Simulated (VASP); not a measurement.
Wanted: the native input for a VASP 6.6.1 run.

| Property | Result |
| --- | --- |
| Task | single point |
| Functional | PBE |
| Potentials or basis | VASP PAW PBE potentials, release 64 (Si, O) |
| Cutoff | 520 eV |
| k mesh | 6 × 6 × 10 |
| Occupations | gaussian, width 0.05 eV |
| Spin | no spin polarisation |
| Dipole correction | no |
| Further INCAR settings | ALGO = Normal; EDIFF = 1e-06; NBANDS = 25 |

The structure of SiO2 lies in POSCAR:

```
SiO2
1.0
    4.3654934766      0.0000000000      0.0000000000
    0.0000000000      4.3654934766      0.0000000000
    0.0000000000      0.0000000000      2.5324227657
Si O
2 4
Direct
    0.5000000000      0.5000000000      0.5000000000
    0.0000000000      0.0000000000      0.0000000000
    0.6930127928      0.6930127928      0.0000000000
    0.1930127928      0.8069872072      0.5000000000
    0.3069872072      0.3069872072      0.0000000000
    0.8069872072      0.1930127928      0.5000000000
```

The input as run:

INCAR

```
SYSTEM = SiO2
PREC = Accurate
ENCUT = 520
EDIFF = 1E-6
ISMEAR = 0
SIGMA = 0.05
LREAL = .False.
LASPH = .True.
NELM = 60
ALGO = Normal
ISIF = 2
LWAVE = .False.
LCHARG = .False.
GGA = PE
NBANDS = 25
```

KPOINTS

```
Automatic mesh
0
Gamma
  6 6 10
  0 0 0
```

Potentials or basis: VASP PAW PBE potentials, release 64 (Si, O).

Command:

```console
$ cat potpaw_PBE.64/Si/POTCAR potpaw_PBE.64/O/POTCAR > POTCAR
$ mpirun -np 1 vasp_std > vasp.out
```

Results of the run:

| Property | Result |
| --- | --- |
| Pressure | 6.6 GPa |
| Largest force | 0.636 eV/Å |
| Band gap on the k mesh | 5.26 eV |

Caveat: the stress differs along the axes, from -9 to 37 GPa.

It took 24 s on 1 thread of AMD EPYC 9R45 96-Core Processor (Zen 5), on a shared host, peak memory 0.15 GiB.
